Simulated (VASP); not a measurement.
# Cr (Im-3m) in VASP: single point with PBE

Aim: the single point of Cr with PBE.

All numbers are computed with VASP 6.6.1; they aren't measurements. Logs are shortened: lines on timing, memory, paths and dates and some standing lists are left out, and cuts for length are marked.

## 1. The cell of the first run

Symmetry: Im-3m, No. 229, cubic system. The conventional cell has a = 3.021 Å, b = 3.021 Å, c = 3.021 Å, α = 90.00°, β = 90.00°, γ = 90.00°. Within 3.5 Å of Cr (site symmetry m-3m) lie 14 Cr at 2.62 to 3.02 Å.

## 2. Single point, PBE (W replaced by Cr, lengths x 0.915, strained)

INCAR

```
  PREC = Accurate
  ENCUT = 520
  EDIFF = 1E-6
  ISMEAR = 0
  SIGMA = 0.1
  LREAL = F
  LASPH = T
  NELM = 60
  ALGO = Normal
  ISIF = 2
  LWAVE = F
  LCHARG = F
  GGA = PE
  NBANDS = 12
```

KPOINTS

```
Automatic mesh
0
Gamma
  20 20 20
```

POSCAR

```
Cr
1.0
   -1.5104772795      1.5104772795      1.5104772795
    1.5104772795     -1.5104772795      1.5104772795
    1.5104772795      1.5104772795     -1.5104772795
Cr
1
Direct
    0.0000000000      0.0000000000      0.0000000000
```

Potentials or basis: VASP PAW PBE potentials, release 64 (Cr_pv).

On the command line:

```bash
> cat potpaw_PBE.64/Cr_pv/POTCAR > POTCAR
> mpirun -np 1 vasp_std > vasp.out
```

OUTCAR:

```text
PREC = Accurate
   ENCUT = 520
   EDIFF = 1E-6
   ISMEAR = 0
   LREAL = F
   LASPH = T
   NELM = 60
   ISIF = 2
   GGA = PE

 ion  position               nearest neighbor table
   1  0.000  0.000  0.000-

  LATTYP: Found a body centered cubic cell.
 ALAT       =     3.0209545590

  Lattice vectors:

 A1 = (  -1.5104772795,   1.5104772795,   1.5104772795)
 A2 = (   1.5104772795,  -1.5104772795,   1.5104772795)
 A3 = (   1.5104772795,   1.5104772795,  -1.5104772795)

Analysis of symmetry for initial positions (statically):
=====================================================================
 Subroutine PRICEL returns:
 Original cell was already a primitive cell.

 Routine SETGRP: Setting up the symmetry group for a
 body centered cubic supercell.

 Subroutine GETGRP returns: Found 48 space group operations
 (whereof 48 operations were pure point group operations)
 out of a pool of 48 trial point group operations.

The static configuration has the point symmetry O_h .

Analysis of symmetry for dynamics (positions and initial velocities):
=====================================================================
 Subroutine PRICEL returns:
 Original cell was already a primitive cell.

 Routine SETGRP: Setting up the symmetry group for a
 body centered cubic supercell.

 Subroutine GETGRP returns: Found 48 space group operations
 (whereof 48 operations were pure point group operations)
 out of a pool of 48 trial point group operations.

The dynamic configuration has the point symmetry O_h .

 Subroutine INISYM returns: Found 48 space group operations
 (whereof 48 operations are pure point group operations),
 and found     1 'primitive' translations

----------------------------------------------------------------------------------------

                                     Primitive cell

  volume of cell :      13.7849

  direct lattice vectors                    reciprocal lattice vectors
    -1.510477280  1.510477280  1.510477280     0.000000000  0.331021199  0.331021199
     1.510477280 -1.510477280  1.510477280     0.331021199  0.000000000  0.331021199
     1.510477280  1.510477280 -1.510477280     0.331021199  0.331021199  0.000000000

  length of vectors
     2.616223392  2.616223392  2.616223392     0.468134669  0.468134669  0.468134669

  position of ions in fractional coordinates (direct lattice)
     0.000000000  0.000000000  0.000000000

  ion indices of the primitive-cell ions
   primitive index   ion index
                 1           1

----------------------------------------------------------------------------------------

 KPOINTS: Automatic mesh

Automatic generation of k-mesh.
 Grid dimensions read from file:
 generate k-points for:   20   20   20

 Generating k-lattice:

  Cartesian coordinates                     Fractional coordinates (reciprocal lattice)
     0.000000000  0.016551060  0.016551060     0.050000000  0.000000000  0.000000000
     0.016551060  0.000000000  0.016551060     0.000000000  0.050000000  0.000000000
     0.016551060  0.016551060  0.000000000     0.000000000  0.000000000  0.050000000

  Length of vectors
     0.023406733  0.023406733  0.023406733

  Shift w.r.t. Gamma in fractional coordinates (k-lattice)
     0.000000000  0.000000000  0.000000000

 Subroutine IBZKPT returns following result:
 ===========================================

 Found    256 irreducible k-points:

 Following reciprocal coordinates:
            Coordinates               Weight
  0.000000  0.000000  0.000000      1.000000
  0.050000  0.000000  0.000000     12.000000
  0.100000  0.000000  0.000000     12.000000
  0.150000  0.000000  0.000000     12.000000
  0.200000  0.000000  0.000000     12.000000
  0.250000  0.000000  0.000000     12.000000
[... 16 lines left out ...]
  0.200000  0.100000  0.000000     48.000000
  0.250000  0.100000  0.000000     48.000000
 [... further k-points ...]
   k-points           NKPTS =    256   k-points in BZ     NKDIM =    256   number of bands    NBANDS=     12
   number of dos      NEDOS =    301   number of ions     NIONS =      1
   total plane-waves  NPLWV =   8000
   dimension x,y,z NGX =    20 NGY =   20 NGZ =   20
   dimension x,y,z NGXF=    40 NGYF=   40 NGZF=   40
   ions per type =               1
   NGX,Y,Z   is equivalent  to a cutoff of  12.71, 12.71, 12.71 a.u.
   NGXF,Y,Z  is equivalent  to a cutoff of  25.42, 25.42, 25.42 a.u.
 SYSTEM =  unknown system
   PREC   = accura    normal or accurate (medium, high low for compatibility)
   ISTART =      0    job   : 0-new  1-cont  2-samecut
   ICHARG =      2    charge: 1-file 2-atom 10-const
   ISPIN  =      1    spin polarized calculation?
   LNONCOLLINEAR =      F non collinear calculations
   LSORBIT =      F    spin-orbit coupling
   LASPH  =      T    aspherical Exc in radial PAW
   ENCUT  =  520.0 eV  38.22 Ry    6.18 a.u.   4.86  4.86  4.86*2*pi/ulx,y,z
   NELM   =     60;   NELMIN=  2; NELMDL= -5     # of ELM steps
   EDIFF  = 0.1E-05   stopping-criterion for ELM
   LREAL  =      F    real-space projection
   EDIFFG = 0.1E-04   stopping-criterion for IOM
   NSW    =      0    number of steps for IOM
   IBRION =     -1    ionic relax: 0-MD 1-quasi-New 2-CG
   NFREE  =      0    steps in history (QN), initial steepest desc. (CG)
   ISIF   =      2    stress and relaxation
   ISYM   =      2    0-nonsym 1-usesym 2-fastsym
   POTIM  = 0.5000    time-step for ionic-motion
   TEBEG  =    0.0;   TEEND  =   0.0 temperature during run
   PSTRESS=    0.0 pullay stress
   NELECT =      12.0000    total number of electrons
   NUPDOWN=      -1.0000    fix difference up-down
   EMIN   =  10.00;   EMAX   =-10.00  energy-range for DOS
   EFERMI =   0.00;   METHOD = LEGACY
   ISMEAR =     0;   SIGMA  =   0.10  broadening in eV -4-tet -1-fermi 0-gaus
   EFERMI_NEDOS =   21; number of points for ismear=-14 and -15
   IALGO  =     38    algorithm
   IMIX   =      4    mixing-type and parameters
     AMIX     =   0.40;   BMIX     =  1.00
     AMIX_MAG =   1.60;   BMIX_MAG =  1.00
  volume/ion in A,a.u.               =      13.78        93.02
  Fermi-wavevector in a.u.,A,eV,Ry     =   1.563151  2.953928 33.245052  2.443442
  Thomas-Fermi vector in A             =   2.665965
   LORBIT       =      0    0 simple, 1 ext, 2 COOP (PROOUT), +10 PAW based schemes
   GGA     = PE    functional components
   LHFCALC =     F    Hartree Fock is set to
   AEXX    =    0.0000 exact exchange contribution
   IVDW    =     0    specifies the selected vdW correction
   LEPSILON=     F    determine dielectric tensor
   LRPA    =     F    only Hartree local field effects (RPA)
 non-spin polarized calculation
 Gauss-broadening in eV      SIGMA  =   0.10
  energy-cutoff  :      520.00
  volume of cell :       13.78
 maximum number of plane-waves:       384
   NGX =  9   NGY =  9   NGZ =  9

 number of electron      11.9999987 magnetization

 Free energy of the ion-electron system (eV)
  ---------------------------------------------------
  ext. energy  EPLUGINS =         0.00000000
  ---------------------------------------------------
  free energy    TOTEN  =        -9.25983431 eV

  energy without entropy =       -9.25573096  energy(sigma->0) =       -9.25778263

 E-fermi :   8.6359     XC(G=0): -12.6791

 val. band max:        8.6297121506   @ k =   0.1000   0.0500   0.0500
 cond. band min:       8.6405719810   @ k =  -0.3000   0.3500   0.2000
 fundamental gap:      0.0108598304
 Fermi energy:         8.6358883852

 k-point     1 :       0.0000    0.0000    0.0000
  band No.  band energies     occupation
      1     -34.2956      2.00000
      2     -34.2956      2.00000
      3     -34.2956      2.00000
      4       1.4613      2.00000
      5       7.9172      2.00000
      6       7.9172      2.00000
      7       7.9172      2.00000
      8       9.5481      0.00000
      9       9.5481      0.00000
     10      15.6635      0.00000
     11      29.5500      0.00000
     12      29.5500      0.00000

 k-point     2 :       0.0500    0.0000    0.0000
  band No.  band energies     occupation
      1     -34.3086      2.00000
      2     -34.2997      2.00000
      3     -34.2956      2.00000
      4       1.5558      2.00000
      5       7.8847      2.00000
      6       7.9125      2.00000
      7       7.9755      2.00000
      8       9.5123      0.00000
      9       9.5504      0.00000
     10      15.6635      0.00000
     11      29.2067      0.00000
     12      29.4965      0.00000

 k-point     3 :       0.1000    0.0000    0.0000
  band No.  band energies     occupation
      1     -34.3462      2.00000
      2     -34.3118      2.00000
      3     -34.2957      2.00000
      4       1.8343      2.00000
      5       7.7914      2.00000
      6       7.8909      2.00000
      7       8.1472      2.00000
      8       9.4229      0.00000
      9       9.5580      0.00000
     10      15.6634      0.00000
     11      28.2652      0.00000
     12      29.2638      0.00000
[... 286 lines left out ...]
 k-point    23 :       0.2000    0.1000    0.0000
  band No.  band energies     occupation
      1     -34.5723      2.00000
      2     -34.3808      2.00000
      3     -34.3131      2.00000
      4       3.7663      2.00000
      5       7.2885      2.00000
      6       7.4726      2.00000
      7       9.1866      0.00000
      8       9.4582      0.00000
      9       9.7247      0.00000
     10      15.6625      0.00000
     11      23.4855      0.00000
     12      25.7421      0.00000

 k-point    24 :       0.2500    0.1000    0.0000
  band No.  band energies     occupation
      1     -34.6417      2.00000
      2     -34.4105      2.00000
      3     -34.3140      2.00000
      4       4.4049      2.00000
      5       7.1086      2.00000
      6       7.4566      2.00000
      7       9.2503      0.00000
      8       9.7440      0.00000
      9       9.9892      0.00000
     10      15.6619      0.00000
     11      21.6554      0.00000
     12      24.9956      0.00000

 [... further k-points ...]

------------------------ aborting loop because EDIFF is reached ----------------------------------------

  FORCE on cell =-STRESS in cart. coord.  units (eV):
  Direction    XX          YY          ZZ          XY          YZ          ZX
  --------------------------------------------------------------------------------------
  -------------------------------------------------------------------------------------
  Total       -2.7018776     -2.7018776     -2.7018776      0.0000000     -0.0000000      0.0000000
  in kB     -314.0318350   -314.0318350   -314.0318350      0.0000000     -0.0000000      0.0000000
  external PRESSURE =    -314.0318350 kB  Pullay stress =       0.0000000 kB

 VOLUME and BASIS-vectors are now :
 -----------------------------------------------------------------------------
  energy-cutoff  :      520.00
  volume of cell :       13.78
      direct lattice vectors                 reciprocal lattice vectors
    -1.510477280  1.510477280  1.510477280     0.000000000  0.331021199  0.331021199
     1.510477280 -1.510477280  1.510477280     0.331021199  0.000000000  0.331021199
     1.510477280  1.510477280 -1.510477280     0.331021199  0.331021199  0.000000000

 POSITION                                       TOTAL-FORCE (eV/Angst)
 -----------------------------------------------------------------------------------
      0.00000      0.00000      0.00000        -0.000000     -0.000000     -0.000000
 -----------------------------------------------------------------------------------
    total drift:                                0.000000     -0.000000      0.000000

  FREE ENERGIE OF THE ION-ELECTRON SYSTEM (eV)
  ---------------------------------------------------
  free  energy   TOTEN  =        -9.2598343056 eV

  energy  without entropy=       -9.2557309579  energy(sigma->0) =       -9.25778263
```

It took 1.8 min on 1 thread of AMD EPYC, shared host; peak memory 0.12 GiB.

What came out:

```yaml
Free_energy: -9.2598 eV
Pressure: -31.4 GPa
Band_gap_on_the_k_mesh: zero (bands 6 and 7 overlap by 2.61 eV)
```

Levels at points of the mesh, in eV from the Fermi level:
```
           k point  band 4  band 5  band 6  band 7  band 8  band 9
(0.00, 0.00, 0.00)   -7.17   -0.72   -0.72   -0.72    0.91    0.91
(0.50, 0.00, 0.00)   -3.62   -1.92    0.80    0.88    1.15    2.19
(0.50, 0.50, 0.50)   -3.34   -3.34    1.89    1.89    1.89    7.02
```

Caveat: the cell differs from its parent crystal (W replaced by Cr, lengths x 0.915, strained); the cell stands under tension; an empty level that is flat over the whole mesh can mark a ghost state of the potentials, or a narrow d or f band; the run has no spin polarisation, though such a crystal can be magnetic.
